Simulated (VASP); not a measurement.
# Ge in VASP: a series of runs

Ge is run at these levels: PBEsol; tasks: single point.

Everything below comes from runs of VASP 6.6.1. Logs are shortened: lines on timing, memory, paths and dates and some standing lists are left out, and cuts for length are marked.

### 1 The cell of the first run

Symmetry: I4_1/amd, No. 141, tetragonal system. Conventional cell: a = 4.074 Å, b = 4.074 Å, c = 5.676 Å, α = 90.00°, β = 90.00°, γ = 90.00°. Ge (site symmetry -4m2) has 4 Ge at 2.48 Å within 3.3 Å.

### 2 Single point, PBEsol (strain +0.015 along x and y, +0.000 along z)

INCAR

```
  PREC = Accurate
  ENCUT = 520
  EDIFF = 1E-7
  ISMEAR = 0
  SIGMA = 0.15
  LREAL = F
  LASPH = T
  NELM = 80
  ALGO = Normal
  ISIF = 2
  LWAVE = F
  LCHARG = T
  GGA = PS
  LELF = T
  LVHAR = T
  NBANDS = 21
```

KPOINTS

```
regular mesh
0
Gamma
  18 18 18
```

POSCAR

```
Ge
1.0
    0.0000000000      2.8804489374      2.8378807265
    2.8804489374      0.0000000000      2.8378807265
    2.8804489374      2.8804489374      0.0000000000
Ge
2
Direct
    0.5000000000      0.5000000000      0.5000000000
    0.7500000000      0.7500000000      0.7500000000
```

Potentials or basis: VASP PAW PBE potentials, release 64 (Ge_d).

Launch:

```console
cat potpaw_PBE.64/Ge_d/POTCAR > POTCAR
mpirun -np 1 vasp_std > vasp.out
```

OUTCAR:

```text
PREC = Accurate
   ENCUT = 520
   EDIFF = 1E-7
   ISMEAR = 0
   LREAL = F
   LASPH = T
   NELM = 80
   ISIF = 2
   GGA = PS

 ion  position               nearest neighbor table
   1  0.500  0.500  0.500-   2 2.48   2 2.48   2 2.48   2 2.48
   2  0.750  0.750  0.750-   1 2.48   1 2.48   1 2.48   1 2.48

  LATTYP: Found a body centered tetragonal cell.
 ALAT       =     4.0735699530
 C/A-ratio  =     1.3933138546

  Lattice vectors:

 A1 = (   0.0000000000,  -2.8804489374,  -2.8378807265)
 A2 = (   0.0000000000,   2.8804489374,  -2.8378807265)
 A3 = (   2.8804489374,   0.0000000000,   2.8378807265)

Analysis of symmetry for initial positions (statically):
=====================================================================
 Subroutine PRICEL returns:
 Original cell was already a primitive cell.

 Routine SETGRP: Setting up the symmetry group for a
 body centered tetragonal supercell.

 Subroutine GETGRP returns: Found 16 space group operations
 (whereof  8 operations were pure point group operations)
 out of a pool of 16 trial point group operations.

The static configuration has the point symmetry D_2d.
 The point group associated with its full space group is D_4h.

Analysis of symmetry for dynamics (positions and initial velocities):
=====================================================================
 Subroutine PRICEL returns:
 Original cell was already a primitive cell.

 Routine SETGRP: Setting up the symmetry group for a
 body centered tetragonal supercell.

 Subroutine GETGRP returns: Found 16 space group operations
 (whereof  8 operations were pure point group operations)
 out of a pool of 16 trial point group operations.

The dynamic configuration has the point symmetry D_2d.
 The point group associated with its full space group is D_4h.

 Subroutine INISYM returns: Found 16 space group operations
 (whereof  8 operations are pure point group operations),
 and found     1 'primitive' translations

----------------------------------------------------------------------------------------

                                     Primitive cell

  volume of cell :      47.0917

  direct lattice vectors                    reciprocal lattice vectors
     0.000000000  2.880448937  2.837880726    -0.173584053  0.173584053  0.176187813
     2.880448937  0.000000000  2.837880726     0.173584053 -0.173584053  0.176187813
     2.880448937  2.880448937  0.000000000     0.173584053  0.173584053 -0.176187813

  length of vectors
     4.043581717  4.043581717  4.073569953     0.302167159  0.302167159  0.302167159

  position of ions in fractional coordinates (direct lattice)
     0.500000000  0.500000000  0.500000000
     0.750000000  0.750000000  0.750000000

  ion indices of the primitive-cell ions
   primitive index   ion index
                 1           1
                 2           2

----------------------------------------------------------------------------------------

 KPOINTS: regular mesh

Automatic generation of k-mesh.
 Grid dimensions read from file:
 generate k-points for:   18   18   18

 Generating k-lattice:

  Cartesian coordinates                     Fractional coordinates (reciprocal lattice)
    -0.009643558  0.009643558  0.009788212     0.055555556 -0.000000000  0.000000000
     0.009643558 -0.009643558  0.009788212    -0.000000000  0.055555556  0.000000000
     0.009643558  0.009643558 -0.009788212     0.000000000  0.000000000  0.055555556

  Length of vectors
     0.016787064  0.016787064  0.016787064

  Shift w.r.t. Gamma in fractional coordinates (k-lattice)
     0.000000000  0.000000000  0.000000000

 Subroutine IBZKPT returns following result:
 ===========================================

 Found    480 irreducible k-points:

 Following reciprocal coordinates:
            Coordinates               Weight
  0.000000  0.000000  0.000000      1.000000
  0.055556  0.000000  0.000000      8.000000
  0.111111  0.000000  0.000000      8.000000
  0.166667  0.000000  0.000000      8.000000
  0.222222  0.000000  0.000000      8.000000
  0.277778  0.000000  0.000000      8.000000
[... 16 lines left out ...]
 -0.277778  0.055556  0.000000      8.000000
 -0.222222  0.055556  0.000000      8.000000
 [... further k-points ...]
   k-points           NKPTS =    480   k-points in BZ     NKDIM =    480   number of bands    NBANDS=     21
   number of dos      NEDOS =    301   number of ions     NIONS =      2
   total plane-waves  NPLWV =  27000
   dimension x,y,z NGX =    30 NGY =   30 NGZ =   30
   dimension x,y,z NGXF=    60 NGYF=   60 NGZF=   60
   ions per type =               2
   NGX,Y,Z   is equivalent  to a cutoff of  12.33, 12.33, 12.24 a.u.
   NGXF,Y,Z  is equivalent  to a cutoff of  24.67, 24.67, 24.49 a.u.
 SYSTEM =  unknown system
   PREC   = accura    normal or accurate (medium, high low for compatibility)
   ISTART =      0    job   : 0-new  1-cont  2-samecut
   ICHARG =      2    charge: 1-file 2-atom 10-const
   ISPIN  =      1    spin polarized calculation?
   LNONCOLLINEAR =      F non collinear calculations
   LSORBIT =      F    spin-orbit coupling
   LASPH  =      T    aspherical Exc in radial PAW
   ENCUT  =  520.0 eV  38.22 Ry    6.18 a.u.   7.52  7.52  7.57*2*pi/ulx,y,z
   NELM   =     80;   NELMIN=  2; NELMDL= -5     # of ELM steps
   EDIFF  = 0.1E-06   stopping-criterion for ELM
   LREAL  =      F    real-space projection
   EDIFFG = 0.1E-05   stopping-criterion for IOM
   NSW    =      0    number of steps for IOM
   IBRION =     -1    ionic relax: 0-MD 1-quasi-New 2-CG
   NFREE  =      0    steps in history (QN), initial steepest desc. (CG)
   ISIF   =      2    stress and relaxation
   ISYM   =      2    0-nonsym 1-usesym 2-fastsym
   POTIM  = 0.5000    time-step for ionic-motion
   TEBEG  =    0.0;   TEEND  =   0.0 temperature during run
   PSTRESS=    0.0 pullay stress
   NELECT =      28.0000    total number of electrons
   NUPDOWN=      -1.0000    fix difference up-down
   EMIN   =  10.00;   EMAX   =-10.00  energy-range for DOS
   EFERMI =   0.00;   METHOD = LEGACY
   ISMEAR =     0;   SIGMA  =   0.15  broadening in eV -4-tet -1-fermi 0-gaus
   EFERMI_NEDOS =   21; number of points for ismear=-14 and -15
   IALGO  =     38    algorithm
   IMIX   =      4    mixing-type and parameters
     AMIX     =   0.40;   BMIX     =  1.00
     AMIX_MAG =   1.60;   BMIX_MAG =  1.00
  volume/ion in A,a.u.               =      23.55       158.90
  Fermi-wavevector in a.u.,A,eV,Ry     =   1.376616  2.601426 25.783998  1.895070
  Thomas-Fermi vector in A             =   2.501844
   LORBIT       =      0    0 simple, 1 ext, 2 COOP (PROOUT), +10 PAW based schemes
   GGA     = PS    functional components
   LHFCALC =     F    Hartree Fock is set to
   AEXX    =    0.0000 exact exchange contribution
   IVDW    =     0    specifies the selected vdW correction
   LEPSILON=     F    determine dielectric tensor
   LRPA    =     F    only Hartree local field effects (RPA)
 non-spin polarized calculation
 Gauss-broadening in eV      SIGMA  =   0.15
  energy-cutoff  :      520.00
  volume of cell :       47.09
 maximum number of plane-waves:      1295
   NGX = 15   NGY = 15   NGZ = 15

 number of electron      27.9999993 magnetization

 Free energy of the ion-electron system (eV)
  ---------------------------------------------------
  ext. energy  EPLUGINS =         0.00000000
  ---------------------------------------------------
  free energy    TOTEN  =        -9.86521039 eV

  energy without entropy =       -9.86452867  energy(sigma->0) =       -9.86486953

 E-fermi :   4.5004     XC(G=0):  -9.9445

 val. band max:        4.4888203567   @ k =   0.5000   0.0000   0.0000
 cond. band min:       4.5144595641   @ k =   0.4444   0.0000   0.0000
 fundamental gap:      0.0256392074
 Fermi energy:         4.5004045559

 k-point     1 :       0.0000    0.0000    0.0000
  band No.  band energies     occupation
      1     -20.2279      2.00000
      2     -20.2248      2.00000
      3     -20.2248      2.00000
      4     -20.1926      2.00000
      5     -20.1917      2.00000
      6     -20.0026      2.00000
[... 13 lines left out ...]
     20      13.7154      0.00000
     21      13.9976      0.00000

 k-point     2 :       0.0556    0.0000    0.0000
  band No.  band energies     occupation
      1     -20.2292      2.00000
      2     -20.2266      2.00000
      3     -20.2249      2.00000
      4     -20.1901      2.00000
      5     -20.1893      2.00000
      6     -20.0054      2.00000
[... 13 lines left out ...]
     20      13.4070      0.00000
     21      13.6500      0.00000

 k-point     3 :       0.1111    0.0000    0.0000
  band No.  band energies     occupation
      1     -20.2331      2.00000
      2     -20.2308      2.00000
      3     -20.2239      2.00000
      4     -20.1841      2.00000
      5     -20.1834      2.00000
      6     -20.0114      2.00000
[... 13 lines left out ...]
     20      12.9568      0.00000
     21      13.1568      0.00000

 k-point     4 :       0.1667    0.0000    0.0000
  band No.  band energies     occupation
      1     -20.2377      2.00000
      2     -20.2354      2.00000
      3     -20.2219      2.00000
      4     -20.1768      2.00000
      5     -20.1763      2.00000
      6     -20.0179      2.00000
[... 13 lines left out ...]
     20      12.6550      0.00000
     21      12.8141      0.00000

 k-point     5 :       0.2222    0.0000    0.0000
  band No.  band energies     occupation
      1     -20.2418      2.00000
      2     -20.2393      2.00000
      3     -20.2193      2.00000
      4     -20.1697      2.00000
      5     -20.1694      2.00000
      6     -20.0238      2.00000
[... 13 lines left out ...]
     20      12.5947      0.00000
     21      12.7124      0.00000
[... 382 lines left out ...]
     20      13.7990      0.00000
     21      15.0293      0.00000

 k-point    22 :      -0.3333    0.0556    0.0000
  band No.  band energies     occupation
      1     -20.2491      2.00000
      2     -20.2470      2.00000
      3     -20.2107      2.00000
      4     -20.1594      2.00000
      5     -20.1530      2.00000
      6     -20.0363      2.00000
[... 13 lines left out ...]
     20      13.0252      0.00000
     21      14.2839      0.00000

 k-point    23 :      -0.2778    0.0556    0.0000
  band No.  band energies     occupation
      1     -20.2463      2.00000
      2     -20.2456      2.00000
      3     -20.2142      2.00000
      4     -20.1635      2.00000
      5     -20.1568      2.00000
      6     -20.0344      2.00000
[... 13 lines left out ...]
     20      12.4660      0.00000
     21      13.7112      0.00000

 k-point    24 :      -0.2222    0.0556    0.0000
  band No.  band energies     occupation
      1     -20.2432      2.00000
      2     -20.2427      2.00000
      3     -20.2179      2.00000
      4     -20.1688      2.00000
      5     -20.1625      2.00000
      6     -20.0306      2.00000
[... 13 lines left out ...]
     20      12.3382      0.00000
     21      13.3448      0.00000

 [... further k-points ...]

------------------------ aborting loop because EDIFF is reached ----------------------------------------

  FORCE on cell =-STRESS in cart. coord.  units (eV):
  Direction    XX          YY          ZZ          XY          YZ          ZX
  --------------------------------------------------------------------------------------
  -------------------------------------------------------------------------------------
  Total       -0.6693001     -0.6693001     -0.3769936      0.0000000      0.0000000     -0.0000000
  in kB      -22.7712541    -22.7712541    -12.8262597      0.0000000      0.0000000     -0.0000000
  external PRESSURE =     -19.4562560 kB  Pullay stress =       0.0000000 kB

 VOLUME and BASIS-vectors are now :
 -----------------------------------------------------------------------------
  energy-cutoff  :      520.00
  volume of cell :       47.09
      direct lattice vectors                 reciprocal lattice vectors
     0.000000000  2.880448937  2.837880726    -0.173584053  0.173584053  0.176187813
     2.880448937  0.000000000  2.837880726     0.173584053 -0.173584053  0.176187813
     2.880448937  2.880448937  0.000000000     0.173584053  0.173584053 -0.176187813

 POSITION                                       TOTAL-FORCE (eV/Angst)
 -----------------------------------------------------------------------------------
      2.88045      2.88045      2.83788         0.000000      0.000000     -0.000000
      4.32067      4.32067      4.25682         0.000000      0.000000      0.000000
 -----------------------------------------------------------------------------------
    total drift:                                0.000000     -0.000000     -0.000000

  FREE ENERGIE OF THE ION-ELECTRON SYSTEM (eV)
  ---------------------------------------------------
  free  energy   TOTEN  =        -9.8652103865 eV

  energy  without entropy=       -9.8645286663  energy(sigma->0) =       -9.86486953
```

Run time: 3 min. Hardware: 1 thread of Intel Xeon 6975P-C (Granite Rapids), shared host; peak memory 0.46 GiB.

Results:

| Quantity | Value |
| --- | --- |
| Free energy | -9.8652 eV |
| Pressure | -1.9 GPa |
| Band gap on the k mesh | 0.04 eV (least direct gap 0.11 eV) |

Caveat: the cell differs from its parent crystal (strain +0.015 along x and y, +0.000 along z); the smearing spreads over this small gap; semilocal functionals underestimate gaps, and a narrow one can read as zero; the PAW data sets were made with another functional, which shifts forces and pressure a little. A k mesh can miss the band edges.

### 3 Single point, PBEsol (strain +0.030 along x and y, +0.000 along z)

INCAR

```
SYSTEM = Ge
PREC = Accurate
ENCUT = 520
EDIFF = 1E-6
ISMEAR = 0
SIGMA = 0.15
LREAL = .False.
LASPH = .True.
NELM = 80
ALGO = Normal
ISIF = 2
LWAVE = .False.
LCHARG = .True.
GGA = PS
LELF = .True.
LVHAR = .True.
NBANDS = 21
```

KPOINTS

```
Automatic mesh
0
Gamma
  18 18 18
  0 0 0
```

POSCAR

```
Ge
1.0
    0.0000000000      2.9230171483      2.8378807265
    2.9230171483      0.0000000000      2.8378807265
    2.9230171483      2.9230171483      0.0000000000
Ge
2
Direct
    0.5000000000      0.5000000000      0.5000000000
    0.7500000000      0.7500000000      0.7500000000
```

Potentials or basis: VASP PAW PBE potentials, release 64 (Ge_d).

Launch:

```console
cat potpaw_PBE.64/Ge_d/POTCAR > POTCAR
mpirun -np 1 vasp_std > vasp.out
```

Run time: 2.8 min. Hardware: 1 thread of Intel Xeon 6975P-C (Granite Rapids), shared host; peak memory 0.47 GiB.

It converged, with:

```yaml
Free_energy: -9.8374 eV
Pressure: -3.5 GPa
Band_gap_on_the_k_mesh: zero (bands 14 and 15 overlap by 0.08 eV)
```

Stress tensor (GPa, compression positive):
```
-4.14  0.00  0.00
 0.00 -4.14  0.00
 0.00  0.00 -2.27
```

Levels at points of the mesh, in eV from the Fermi level:
| k point | band 11 | band 12 | band 13 | band 14 | band 15 | band 16 | band 17 | band 18 |
| --- | --- | --- | --- | --- | --- | --- | --- | --- |
| (0.00, 0.00, 0.00) | -12.28 | -0.61 | -0.06 | -0.06 | 0.15 | 2.42 | 2.56 | 2.56 |
| (0.50, 0.00, 0.00) | -10.34 | -7.32 | -1.42 | -1.17 | -0.08 | 3.60 | 3.78 | 6.94 |
| (0.50, 0.50, 0.00) | -8.56 | -8.56 | -2.97 | -2.97 | 0.62 | 0.62 | 8.96 | 8.96 |
| (0.50, 0.00, 0.50) | -8.68 | -8.68 | -2.78 | -2.78 | 0.83 | 0.83 | 8.89 | 8.89 |

Caveat: the cell differs from its parent crystal (strain +0.030 along x and y, +0.000 along z); the cell stands under tension; semilocal functionals underestimate gaps, and a narrow one can read as zero; the PAW data sets were made with another functional, which shifts forces and pressure a little.

### 4 Single point, PBEsol (strain +0.015 along x and y, +0.015 along z)

INCAR

```
PREC = Accurate
ENCUT = 520
EDIFF = 1E-6
ISMEAR = 0
SIGMA = 0.15
LREAL = F
LASPH = T
NELM = 100
ALGO = Normal
ISIF = 2
LWAVE = F
LCHARG = F
GGA = PS
NBANDS = 21
```

KPOINTS

```
regular mesh
0
Gamma
  18 18 18
```

POSCAR

```
Ge
1.0
    0.0000000000      2.8804489374      2.8804489374
    2.8804489374      0.0000000000      2.8804489374
    2.8804489374      2.8804489374      0.0000000000
Ge
2
Direct
    0.5000000000      0.5000000000      0.5000000000
    0.7500000000      0.7500000000      0.7500000000
```

Launch:

```console
cat potpaw_PBE.64/Ge_d/POTCAR > POTCAR
mpirun -np 1 vasp_std > vasp.out
```

Run time: 1.8 min. Hardware: 1 thread of Intel Xeon Platinum 8488C (Sapphire Rapids), shared host; peak memory 0.28 GiB.

The run converged. Its results:

* Free energy: -9.8565 eV
* Pressure: -2.8 GPa
* Band gap on the k mesh: zero (bands 14 and 15 overlap by 0.04 eV)

Levels at points of the mesh, in eV from the Fermi level:
```tsv
k point	band 10	band 11	band 12	band 13	band 14	band 15	band 16	band 17	band 18	band 19
(0.00, 0.00, 0.00)	-24.47	-12.39	-0.49	0.00	0.00	0.00	2.51	2.51	2.51	6.09
(0.50, 0.00, 0.00)	-24.44	-10.42	-7.39	-1.32	-1.32	-0.03	3.68	3.68	6.94	10.09
(0.50, 0.50, 0.00)	-24.43	-8.70	-8.70	-2.90	-2.90	0.73	0.73	9.05	9.05	10.98
```

Caveat: the cell differs from its parent crystal (strain +0.015 along x and y, +0.015 along z); semilocal functionals underestimate gaps, and a narrow one can read as zero; the PAW data sets were made with another functional, which shifts forces and pressure a little.

(Continued in part 2 of 2.)

The gap in the log of VASP goes by the Fermi energy; the results here count the filled bands.